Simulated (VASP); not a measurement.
# Sn3Se (Pm-3m) in VASP: relaxation of cell and atoms with r2SCAN

Aim: the relaxation of cell and atoms of Sn3Se with r2SCAN.

Program: VASP 6.6.1. These are calculated values, not measurements. Logs are shortened: lines on timing, memory, paths and dates and some standing lists are left out, and cuts for length are marked.

## 1. The cell of the first run

It takes space group Pm-3m (No. 221, cubic). The conventional cell has a = 4.742 Å, b = 4.742 Å, c = 4.742 Å, α = 90.00°, β = 90.00°, γ = 90.00°. Sn (site symmetry 4/mmm) has 8 Sn at 3.35 Å and 4 Se at 3.35 Å within 4.4 Å. Within 4.4 Å of Se (site symmetry m-3m) lie 12 Sn at 3.35 Å.

## 2. Relaxation of cell and atoms, r2SCAN

Input file POSCAR:

```
Sn3Se
1.0
    4.7418790000      0.0000000000      0.0000000000
    0.0000000000      4.7418790000      0.0000000000
    0.0000000000      0.0000000000      4.7418790000
Sn Se
3 1
Direct
    0.0000000000      0.5000000000      0.5000000000
    0.5000000000      0.0000000000      0.5000000000
    0.5000000000      0.5000000000      0.0000000000
    0.0000000000      0.0000000000      0.0000000000
```

Input file INCAR.step1:

```
PREC = Accurate
ENCUT = 600
ISMEAR = 0
SIGMA = 0.1
LREAL = F
LASPH = T
NELM = 80
GGA = PE
ALGO = Normal
EDIFF = 1E-4
LWAVE = T
LCHARG = F
```

Input file INCAR.step2:

```
PREC = Accurate
ENCUT = 600
EDIFF = 1E-7
ISMEAR = 0
SIGMA = 0.1
LREAL = F
LASPH = T
NELM = 80
ALGO = Normal
ISIF = 3
LWAVE = F
LCHARG = F
METAGGA = R2SCAN
LMIXTAU = T
IBRION = 2
NSW = 100
EDIFFG = -0.005
ISTART = 1
```

Input file KPOINTS:

```
Automatic mesh
0
Gamma
  10 10 10
```

Potentials or basis: VASP PAW PBE potentials, release 64 (Sn_d, Se).

Command:

```sh
> cat potpaw_PBE.64/Sn_d/POTCAR potpaw_PBE.64/Se/POTCAR > POTCAR
> cp INCAR.step1 INCAR
> mpirun -np 1 vasp_std > vasp.out
> cp INCAR.step2 INCAR
> mpirun -np 1 vasp_std > vasp.out
```

OUTCAR:

```text
PREC = Accurate
   ENCUT = 600
   EDIFF = 1E-7
   ISMEAR = 0
   LREAL = F
   LASPH = T
   NELM = 80
   ISIF = 3
   METAGGA = R2SCAN
   IBRION = 2
   NSW = 100
   EDIFFG = -0.005
   ISTART = 1

 ion  position               nearest neighbor table
   1  0.000  0.500  0.500-   2 3.35   3 3.35   3 3.35   2 3.35   2 3.35   3 3.35   3 3.35   2 3.35

   2  0.500  0.000  0.500-   1 3.35   3 3.35   3 3.35   1 3.35   3 3.35   3 3.35   1 3.35   1 3.35

   3  0.500  0.500  0.000-   1 3.35   2 3.35   1 3.35   2 3.35   2 3.35   2 3.35   1 3.35   1 3.35

   4  0.000  0.000  0.000-

  LATTYP: Found a simple cubic cell.
 ALAT       =     4.7418790000

  Lattice vectors:

 A1 = (   4.7418790000,   0.0000000000,   0.0000000000)
 A2 = (   0.0000000000,   4.7418790000,   0.0000000000)
 A3 = (   0.0000000000,   0.0000000000,   4.7418790000)

Analysis of symmetry for initial positions (statically):
=====================================================================
 Subroutine PRICEL returns:
 Original cell was already a primitive cell.

 Routine SETGRP: Setting up the symmetry group for a
 simple cubic supercell.

 Subroutine GETGRP returns: Found 48 space group operations
 (whereof 48 operations were pure point group operations)
 out of a pool of 48 trial point group operations.

The static configuration has the point symmetry O_h .

Analysis of symmetry for dynamics (positions and initial velocities):
=====================================================================
 Subroutine PRICEL returns:
 Original cell was already a primitive cell.

 Routine SETGRP: Setting up the symmetry group for a
 simple cubic supercell.

 Subroutine GETGRP returns: Found 48 space group operations
 (whereof 48 operations were pure point group operations)
 out of a pool of 48 trial point group operations.

The dynamic configuration has the point symmetry O_h .

 Subroutine INISYM returns: Found 48 space group operations
 (whereof 48 operations are pure point group operations),
 and found     1 'primitive' translations

----------------------------------------------------------------------------------------

                                     Primitive cell

  volume of cell :     106.6231

  direct lattice vectors                    reciprocal lattice vectors
     4.741879000  0.000000000  0.000000000     0.210886866  0.000000000  0.000000000
[... 99 lines left out ...]
   TEBEG  =    0.0;   TEEND  =   0.0 temperature during run
   PSTRESS=    0.0 pullay stress
   NELECT =      48.0000    total number of electrons
   NUPDOWN=      -1.0000    fix difference up-down
   EMIN   =  10.00;   EMAX   =-10.00  energy-range for DOS
   EFERMI =   0.00;   METHOD = LEGACY
   ISMEAR =     0;   SIGMA  =   0.10  broadening in eV -4-tet -1-fermi 0-gaus
   EFERMI_NEDOS =   21; number of points for ismear=-14 and -15
   IALGO  =     38    algorithm
   IMIX   =      4    mixing-type and parameters
     AMIX     =   0.40;   BMIX     =  1.00
     AMIX_MAG =   1.60;   BMIX_MAG =  1.00
  volume/ion in A,a.u.               =      26.66       179.88
  Fermi-wavevector in a.u.,A,eV,Ry     =   1.254695  2.371029 21.419096  1.574259
  Thomas-Fermi vector in A             =   2.388487
   LORBIT       =      0    0 simple, 1 ext, 2 COOP (PROOUT), +10 PAW based schemes
   METAGGA = R2SCAN    functional components
   LHFCALC =     F    Hartree Fock is set to
   AEXX    =    0.0000 exact exchange contribution
   IVDW    =     0    specifies the selected vdW correction
   LEPSILON=     F    determine dielectric tensor
   LRPA    =     F    only Hartree local field effects (RPA)
 conjugate gradient relaxation of ions
 non-spin polarized calculation
 Gauss-broadening in eV      SIGMA  =   0.10
  energy-cutoff  :      600.00
  volume of cell :      106.62
 maximum number of plane-waves:      3602
 NGX is ok and might be reduce to    40
   NGX = 19   NGY = 19   NGZ = 19

--------------------------------------- Ionic step        1  -------------------------------------------

 number of electron      48.0000016 magnetization

 Free energy of the ion-electron system (eV)
  ---------------------------------------------------
  ext. energy  EPLUGINS =         0.00000000
  ---------------------------------------------------
  free energy    TOTEN  =       -87.72877285 eV

  energy without entropy =      -87.71725235  energy(sigma->0) =      -87.72301260

------------------------ aborting loop because EDIFF is reached ----------------------------------------

  FORCE on cell =-STRESS in cart. coord.  units (eV):
  Direction    XX          YY          ZZ          XY          YZ          ZX
  --------------------------------------------------------------------------------------
  -------------------------------------------------------------------------------------
  Total       -0.3119784     -0.3119784     -0.3119784      0.0000000      0.0000000      0.0000000
  in kB       -4.6879582     -4.6879582     -4.6879582      0.0000000      0.0000000      0.0000000
  external PRESSURE =      -4.6879582 kB  Pullay stress =       0.0000000 kB
[... 63 lines left out ...]
--------------------------------------- Ionic step        3  -------------------------------------------

 number of electron      48.0000016 magnetization

 Free energy of the ion-electron system (eV)
  ---------------------------------------------------
  ext. energy  EPLUGINS =         0.00000000
  ---------------------------------------------------
  free energy    TOTEN  =       -87.73025993 eV

  energy without entropy =      -87.71862813  energy(sigma->0) =      -87.72444403

 E-fermi :   7.3414     XC(G=0): -10.9596

 val. band max:        7.3270220939   @ k =   0.1000   0.1000   0.0000
 cond. band min:       7.3452323282   @ k =   0.3000   0.3000   0.1000
 fundamental gap:      0.0182102344
 Fermi energy:         7.3413953566

 k-point     1 :       0.0000    0.0000    0.0000
  band No.  band energies     occupation
      1     -15.2617      2.00000
      2     -15.2617      2.00000
      3     -15.2617      2.00000
      4     -15.2416      2.00000
      5     -15.2416      2.00000
      6     -15.1986      2.00000
[... 733 lines left out ...]
     27       8.5886      0.00000
     28       9.7140      0.00000

 [... further k-points ...]

------------------------ aborting loop because EDIFF is reached ----------------------------------------

  FORCE on cell =-STRESS in cart. coord.  units (eV):
  Direction    XX          YY          ZZ          XY          YZ          ZX
  --------------------------------------------------------------------------------------
  -------------------------------------------------------------------------------------
  Total       -0.0005853     -0.0005853     -0.0005853     -0.0000000      0.0000000     -0.0000000
  in kB       -0.0088774     -0.0088774     -0.0088774     -0.0000000      0.0000000     -0.0000000
  external PRESSURE =      -0.0088774 kB  Pullay stress =       0.0000000 kB
[... 19 lines left out ...]
  FREE ENERGIE OF THE ION-ELECTRON SYSTEM (eV)
  ---------------------------------------------------
  free  energy   TOTEN  =       -87.7302599342 eV

  energy  without entropy=      -87.7186281342  energy(sigma->0) =      -87.72444403

 reached required accuracy - stopping structural energy minimisation
```

OUTCAR.step1:

```text
PREC = Accurate
   ENCUT = 600
   ISMEAR = 0
   LREAL = F
[... 976 lines left out ...]
      0.00000      2.37094      2.37094         0.000000      0.000000      0.000000
      2.37094      0.00000      2.37094         0.000000      0.000000      0.000000
      2.37094      2.37094      0.00000         0.000000      0.000000      0.000000
      0.00000      0.00000      0.00000         0.000000      0.000000      0.000000
 -----------------------------------------------------------------------------------
    total drift:                               -0.000000     -0.000000     -0.000000

  FREE ENERGIE OF THE ION-ELECTRON SYSTEM (eV)
  ---------------------------------------------------
  free  energy   TOTEN  =       -14.8374059035 eV

  energy  without entropy=      -14.8244770150  energy(sigma->0) =      -14.83094146
```

OSZICAR.step1:

```text
N       E                     dE             d eps       ncg     rms          rms(c)
DAV:   1     0.460267874271E+03    0.46027E+03   -0.26734E+04  3152   0.273E+03
DAV:   2     0.451802948231E+02   -0.41509E+03   -0.40814E+03  3144   0.609E+02
DAV:   3    -0.115474474384E+02   -0.56728E+02   -0.54109E+02  3660   0.196E+02
DAV:   4    -0.148898554354E+02   -0.33424E+01   -0.32367E+01  3576   0.447E+01
DAV:   5    -0.149982364846E+02   -0.10838E+00   -0.10825E+00  3940   0.836E+00    0.361E+00
DAV:   6    -0.148502569851E+02    0.14798E+00   -0.31022E-01  4008   0.411E+00    0.214E+00
DAV:   7    -0.148398592000E+02    0.10398E-01   -0.81337E-02  3648   0.174E+00    0.935E-01
DAV:   8    -0.148374292694E+02    0.24299E-02   -0.12485E-02  3908   0.741E-01    0.132E-01
DAV:   9    -0.148373922566E+02    0.37013E-04   -0.16756E-03  3492   0.341E-01    0.428E-02
DAV:  10    -0.148374059035E+02   -0.13647E-04   -0.18153E-04  2284   0.147E-01
   1 F= -.14837406E+02 E0= -.14830941E+02  d E =-.129289E-01
```

It took 27 min on 1 thread of AMD EPYC 9755, shared host; peak memory 0.34 GiB.

Results:

| Quantity | Value |
| --- | --- |
| Free energy | -87.7303 eV |
| Relaxed volume | 26.41 Å³/atom |
| Relaxed cell | a = 4.727 Å, b = 4.727 Å, c = 4.727 Å, α = 90.00°, β = 90.00°, γ = 90.00° |
| Space group after relaxing (to 0.1 Å) | Pm-3m (No. 221) |
| Energy gained by relaxing | 0.4 meV/atom |
| Ionic steps | 3 |
| Pressure after relaxing | 0.0 GPa |
| Band gap on the k mesh | zero (bands 24 and 25 overlap by 2.53 eV) |

Step by step:
| step | energy change (eV) | largest force (eV/Å) | pressure (GPa) | volume (Å³) |
| --- | --- | --- | --- | --- |
| 1 | 0.0000 | 0.0000 | -0.47 | 106.62 |
| 2 | -0.0014 | 0.0000 | 0.10 | 105.42 |
| 3 | -0.0015 | 0.0000 | 0.00 | 105.63 |

Final structure:
```
Sn Se
1.0
     4.72704    0.00000    0.00000
     0.00000    4.72704    0.00000
     0.00000    0.00000    4.72704
Sn Se
3 1
Direct
  0.00000 0.50000 0.50000
  0.50000 0.00000 0.50000
  0.50000 0.50000 0.00000
  0.00000 0.00000 0.00000
```

Levels at points of the mesh, in eV from the Fermi level:
| k point | band 21 | band 22 | band 23 | band 24 | band 25 | band 26 | band 27 | band 28 |
| --- | --- | --- | --- | --- | --- | --- | --- | --- |
| (0.00, 0.00, 0.00) | -4.67 | -4.67 | -0.19 | -0.19 | -0.19 | 2.39 | 2.39 | 2.39 |
| (0.50, 0.00, 0.00) | -3.53 | -2.06 | -2.00 | -2.00 | -0.07 | 2.03 | 2.24 | 2.24 |
| (0.50, 0.50, 0.00) | -2.43 | -2.15 | -2.15 | -0.64 | -0.05 | 0.04 | 0.04 | 3.33 |
| (0.50, 0.50, 0.50) | -5.57 | -5.57 | -5.13 | 2.01 | 2.01 | 2.01 | 6.18 | 6.18 |

Caveat: the PAW data sets were made with another functional, which shifts forces and pressure a little; spin-orbit coupling is left out, which moves the levels of the heavy elements.
